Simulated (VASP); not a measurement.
# Mg (I4/mmm) in VASP: further runs

Runs on Mg. Level: PBEsol. Tasks: single point.

All numbers are computed with VASP 6.6.1; they aren't measurements. Logs are shortened: lines on timing, memory, paths and dates and some standing lists are left out, and cuts for length are marked.

## 1. The cell of the first run

It takes space group I4/mmm (No. 139, tetragonal). The conventional cell has a = 3.474 Å, b = 3.474 Å, c = 3.396 Å, α = 90.00°, β = 90.00°, γ = 90.00°. Within 3.9 Å of Mg (site symmetry 4/mmm) lie 14 Mg at 2.99 to 3.47 Å.

## 2. Single point, PBEsol

Input file INCAR:

```
SYSTEM = Mg
PREC     = Accurate       ! precision mode
ENCUT    = 520            ! plane-wave cutoff, eV
EDIFF    = 1E-7           ! SCF threshold, eV
ISMEAR   = 0              ! smearing method
SIGMA    = 0.15           ! smearing width, eV
LREAL    = .FALSE.        ! projectors in reciprocal space
LASPH    = .TRUE.         ! aspherical terms in the spheres
NELM     = 60             ! most SCF steps
ALGO     = Normal         ! electronic algorithm
ISIF     = 2              ! what is computed and relaxed
LWAVE    = .FALSE.        ! write WAVECAR
LCHARG   = .FALSE.        ! write CHGCAR
GGA      = PS             ! functional
NBANDS   = 7              ! bands
```

Input file KPOINTS:

```
regular mesh
0
G
  18 18 18
  0 0 0
```

Input file POSCAR:

```
Mg
1.0
   -1.7369500000      1.7369500000      1.6980524727
    1.7369500000     -1.7369500000      1.6980524727
    1.7369500000      1.7369500000     -1.6980524727
Mg
1
Direct
    0.0000000000      0.0000000000      0.0000000000
```

Potentials or basis: VASP PAW PBE potentials, release 64 (Mg).

The run is started by

```
$ cat potpaw_PBE.64/Mg/POTCAR > POTCAR
$ mpirun -np 1 vasp_std > vasp.out
```

OUTCAR:

```text
SYSTEM = Mg
   PREC = Accurate
   ENCUT = 520
   EDIFF = 1E-7
   ISMEAR = 0
   LREAL = .FALSE.
   LASPH = .TRUE.
   NELM = 60
   ISIF = 2
   GGA = PS

 ion  position               nearest neighbor table
   1  0.000  0.000  0.000-

  LATTYP: Found a body centered tetragonal cell.
 ALAT       =     3.4739000000
 C/A-ratio  =     0.9776058451

  Lattice vectors:

 A1 = (  -1.7369500000,   1.7369500000,   1.6980524727)
 A2 = (   1.7369500000,  -1.7369500000,   1.6980524727)
 A3 = (   1.7369500000,   1.7369500000,  -1.6980524727)

Analysis of symmetry for initial positions (statically):
=====================================================================
 Subroutine PRICEL returns:
 Original cell was already a primitive cell.

 Routine SETGRP: Setting up the symmetry group for a
 body centered tetragonal supercell.

 Subroutine GETGRP returns: Found 16 space group operations
 (whereof 16 operations were pure point group operations)
 out of a pool of 16 trial point group operations.

The static configuration has the point symmetry D_4h.

Analysis of symmetry for dynamics (positions and initial velocities):
=====================================================================
 Subroutine PRICEL returns:
 Original cell was already a primitive cell.

 Routine SETGRP: Setting up the symmetry group for a
 body centered tetragonal supercell.

 Subroutine GETGRP returns: Found 16 space group operations
 (whereof 16 operations were pure point group operations)
 out of a pool of 16 trial point group operations.

The dynamic configuration has the point symmetry D_4h.

 Subroutine INISYM returns: Found 16 space group operations
 (whereof 16 operations are pure point group operations),
 and found     1 'primitive' translations

----------------------------------------------------------------------------------------

                                     Primitive cell

  volume of cell :      20.4921

  direct lattice vectors                    reciprocal lattice vectors
    -1.736950000  1.736950000  1.698052473     0.000000000  0.287860906  0.294454976
     1.736950000 -1.736950000  1.698052473     0.287860906  0.000000000  0.294454976
     1.736950000  1.736950000 -1.698052473     0.287860906  0.287860906  0.000000000

  length of vectors
     2.986197047  2.986197047  2.986197047     0.411785908  0.411785908  0.407096797

  position of ions in fractional coordinates (direct lattice)
     0.000000000  0.000000000  0.000000000

  ion indices of the primitive-cell ions
   primitive index   ion index
                 1           1

----------------------------------------------------------------------------------------

 KPOINTS: regular mesh

Automatic generation of k-mesh.
 Grid dimensions read from file:
 generate k-points for:   18   18   18

 Generating k-lattice:

  Cartesian coordinates                     Fractional coordinates (reciprocal lattice)
     0.000000000  0.015992273  0.016358610     0.055555556  0.000000000  0.000000000
     0.015992273  0.000000000  0.016358610     0.000000000  0.055555556  0.000000000
     0.015992273  0.015992273  0.000000000     0.000000000  0.000000000  0.055555556

  Length of vectors
     0.022876995  0.022876995  0.022616489

  Shift w.r.t. Gamma in fractional coordinates (k-lattice)
     0.000000000  0.000000000  0.000000000

 Subroutine IBZKPT returns following result:
 ===========================================

 Found    480 irreducible k-points:

 Following reciprocal coordinates:
            Coordinates               Weight
  0.000000  0.000000  0.000000      1.000000
  0.055556 -0.000000  0.000000      8.000000
  0.111111 -0.000000  0.000000      8.000000
  0.166667  0.000000 -0.000000      8.000000
  0.222222  0.000000 -0.000000      8.000000
  0.277778  0.000000  0.000000      8.000000
[... 16 lines left out ...]
 -0.277778  0.055556  0.000000     16.000000
 -0.222222  0.055556 -0.000000     16.000000
 [... further k-points ...]
   k-points           NKPTS =    480   k-points in BZ     NKDIM =    480   number of bands    NBANDS=      7
   number of dos      NEDOS =    301   number of ions     NIONS =      1
   total plane-waves  NPLWV =  13824
   dimension x,y,z NGX =    24 NGY =   24 NGZ =   24
   dimension x,y,z NGXF=    48 NGYF=   48 NGZF=   48
   ions per type =               1
   NGX,Y,Z   is equivalent  to a cutoff of  13.36, 13.36, 13.36 a.u.
   NGXF,Y,Z  is equivalent  to a cutoff of  26.72, 26.72, 26.72 a.u.
 SYSTEM =  Mg
   PREC   = accura    normal or accurate (medium, high low for compatibility)
   ISTART =      0    job   : 0-new  1-cont  2-samecut
   ICHARG =      2    charge: 1-file 2-atom 10-const
   ISPIN  =      1    spin polarized calculation?
   LNONCOLLINEAR =      F non collinear calculations
   LSORBIT =      F    spin-orbit coupling
   LASPH  =      T    aspherical Exc in radial PAW
   ENCUT  =  520.0 eV  38.22 Ry    6.18 a.u.   5.55  5.55  5.55*2*pi/ulx,y,z
   NELM   =     60;   NELMIN=  2; NELMDL= -5     # of ELM steps
   EDIFF  = 0.1E-06   stopping-criterion for ELM
   LREAL  =      F    real-space projection
   EDIFFG = 0.1E-05   stopping-criterion for IOM
   NSW    =      0    number of steps for IOM
   IBRION =     -1    ionic relax: 0-MD 1-quasi-New 2-CG
   NFREE  =      0    steps in history (QN), initial steepest desc. (CG)
   ISIF   =      2    stress and relaxation
   ISYM   =      2    0-nonsym 1-usesym 2-fastsym
   POTIM  = 0.5000    time-step for ionic-motion
   TEBEG  =    0.0;   TEEND  =   0.0 temperature during run
   PSTRESS=    0.0 pullay stress
   NELECT =       2.0000    total number of electrons
   NUPDOWN=      -1.0000    fix difference up-down
   EMIN   =  10.00;   EMAX   =-10.00  energy-range for DOS
   EFERMI =   0.00;   METHOD = LEGACY
   ISMEAR =     0;   SIGMA  =   0.15  broadening in eV -4-tet -1-fermi 0-gaus
   EFERMI_NEDOS =   21; number of points for ismear=-14 and -15
   IALGO  =     38    algorithm
   IMIX   =      4    mixing-type and parameters
     AMIX     =   0.40;   BMIX     =  1.00
     AMIX_MAG =   1.60;   BMIX_MAG =  1.00
  volume/ion in A,a.u.               =      20.49       138.29
  Fermi-wavevector in a.u.,A,eV,Ry     =   0.753742  1.424367  7.729844  0.568128
  Thomas-Fermi vector in A             =   1.851251
   LORBIT       =      0    0 simple, 1 ext, 2 COOP (PROOUT), +10 PAW based schemes
   GGA     = PS    functional components
   LHFCALC =     F    Hartree Fock is set to
   AEXX    =    0.0000 exact exchange contribution
   IVDW    =     0    specifies the selected vdW correction
   LEPSILON=     F    determine dielectric tensor
   LRPA    =     F    only Hartree local field effects (RPA)
 non-spin polarized calculation
 Gauss-broadening in eV      SIGMA  =   0.15
  energy-cutoff  :      520.00
  volume of cell :       20.49
 maximum number of plane-waves:       571
 NGX is ok and might be reduce to    24
   NGX = 11   NGY = 11   NGZ = 11

 number of electron       2.0000000 magnetization

 Free energy of the ion-electron system (eV)
  ---------------------------------------------------
  ext. energy  EPLUGINS =         0.00000000
  ---------------------------------------------------
  free energy    TOTEN  =        -1.67452318 eV

  energy without entropy =       -1.67039619  energy(sigma->0) =       -1.67245969

 E-fermi :   3.2385     XC(G=0):  -8.9006

 val. band max:        3.2314894101   @ k =   0.3889   0.1667  -0.0000
 cond. band min:       3.2388963034   @ k =   0.3889   0.2222   0.0000
 fundamental gap:      0.0074068933
 Fermi energy:         3.2384595278

 k-point     1 :       0.0000    0.0000    0.0000
  band No.  band energies     occupation
      1      -4.2203      2.00000
      2      16.6866      0.00000
      3      17.1753      0.00000
      4      17.1753      0.00000
      5      18.8844      0.00000
      6      19.4354      0.00000
      7      19.7211      0.00000

 k-point     2 :       0.0556   -0.0000    0.0000
  band No.  band energies     occupation
      1      -4.1413      2.00000
      2      16.2756      0.00000
      3      16.3229      0.00000
      4      16.7959      0.00000
      5      18.1731      0.00000
      6      18.6577      0.00000
      7      19.9304      0.00000

 k-point     3 :       0.1111   -0.0000    0.0000
  band No.  band energies     occupation
      1      -3.9046      2.00000
      2      14.3465      0.00000
      3      15.5563      0.00000
      4      16.0764      0.00000
      5      17.2839      0.00000
      6      18.1252      0.00000
      7      20.1071      0.00000

 k-point     4 :       0.1667    0.0000   -0.0000
  band No.  band energies     occupation
      1      -3.5117      2.00000
      2      12.2889      0.00000
      3      14.7243      0.00000
      4      15.3678      0.00000
      5      16.4386      0.00000
      6      17.6633      0.00000
      7      20.4236      0.00000

 k-point     5 :       0.2222    0.0000   -0.0000
  band No.  band energies     occupation
      1      -2.9646      2.00000
      2      10.2931      0.00000
      3      13.9589      0.00000
      4      14.7501      0.00000
      5      15.7093      0.00000
      6      17.1680      0.00000
      7      20.8921      0.00000

 k-point     6 :       0.2778    0.0000    0.0000
  band No.  band energies     occupation
      1      -2.2665      2.00000
      2       8.3995      0.00000
      3      13.3087      0.00000
      4      14.2403      0.00000
      5      15.1102      0.00000
      6      16.6843      0.00000
      7      21.4664      0.00000

 k-point     7 :       0.3333    0.0000    0.0000
  band No.  band energies     occupation
      1      -1.4215      2.00000
      2       6.6224      0.00000
      3      12.7932      0.00000
      4      13.8430      0.00000
      5      14.6444      0.00000
      6      16.2624      0.00000
      7      22.1025      0.00000
[... 121 lines left out ...]
 k-point    20 :      -0.4444    0.0556    0.0000
  band No.  band energies     occupation
      1       0.1478      2.00000
      2       4.2652      0.00000
      3      11.4223      0.00000
      4      13.2937      0.00000
      5      14.6258      0.00000
      6      16.6060      0.00000
      7      22.7849      0.00000

 k-point    21 :      -0.3889    0.0556    0.0000
  band No.  band energies     occupation
      1      -0.9008      2.00000
      2       5.8477      0.00000
      3      11.6918      0.00000
      4      13.5600      0.00000
      5      14.8808      0.00000
      6      16.8739      0.00000
      7      21.9963      0.00000

 k-point    22 :      -0.3333    0.0556    0.0000
  band No.  band energies     occupation
      1      -1.8148      2.00000
      2       7.5602      0.00000
      3      12.1022      0.00000
      4      13.9471      0.00000
      5      15.2686      0.00000
      6      17.2427      0.00000
      7      21.2257      0.00000

 k-point    23 :      -0.2778    0.0556    0.0000
  band No.  band energies     occupation
      1      -2.5848      2.00000
      2       9.3907      0.00000
      3      12.6501      0.00000
      4      14.4516      0.00000
      5      15.7819      0.00000
      6      17.6776      0.00000
      7      20.5747      0.00000

 k-point    24 :      -0.2222    0.0556   -0.0000
  band No.  band energies     occupation
      1      -3.2057      2.00000
      2      11.3243      0.00000
      3      13.3312      0.00000
      4      15.0660      0.00000
      5      16.4018      0.00000
      6      18.1082      0.00000
      7      20.1250      0.00000

 [... further k-points ...]

------------------------ aborting loop because EDIFF is reached ----------------------------------------

  FORCE on cell =-STRESS in cart. coord.  units (eV):
  Direction    XX          YY          ZZ          XY          YZ          ZX
  --------------------------------------------------------------------------------------
  -------------------------------------------------------------------------------------
  Total        0.5197394      0.5197394      0.5228287      0.0000000     -0.0000000      0.0000000
  in kB       40.6359607     40.6359607     40.8774955      0.0000000     -0.0000000      0.0000000
  external PRESSURE =      40.7164723 kB  Pullay stress =       0.0000000 kB

 VOLUME and BASIS-vectors are now :
 -----------------------------------------------------------------------------
  energy-cutoff  :      520.00
  volume of cell :       20.49
      direct lattice vectors                 reciprocal lattice vectors
    -1.736950000  1.736950000  1.698052473     0.000000000  0.287860906  0.294454976
     1.736950000 -1.736950000  1.698052473     0.287860906  0.000000000  0.294454976
     1.736950000  1.736950000 -1.698052473     0.287860906  0.287860906  0.000000000

 POSITION                                       TOTAL-FORCE (eV/Angst)
 -----------------------------------------------------------------------------------
      0.00000      0.00000      0.00000         0.000000      0.000000      0.000000
 -----------------------------------------------------------------------------------
    total drift:                                0.000000     -0.000000     -0.000000

  FREE ENERGIE OF THE ION-ELECTRON SYSTEM (eV)
  ---------------------------------------------------
  free  energy   TOTEN  =        -1.6745231781 eV

  energy  without entropy=       -1.6703961925  energy(sigma->0) =       -1.67245969
```

It took 24 s on 1 thread of AMD EPYC 9R45 (Zen 5), shared host; peak memory 0.16 GiB.

Results:

```
Free energy            : -1.6745 eV
Pressure               : 4.1 GPa
Band gap on the k mesh : zero (bands 1 and 2 overlap by 4.91 eV)
```

Caveat: the cell stands under pressure; the PAW data sets were made with another functional, which shifts forces and pressure a little.

(Part 1 of 2 ends here.)
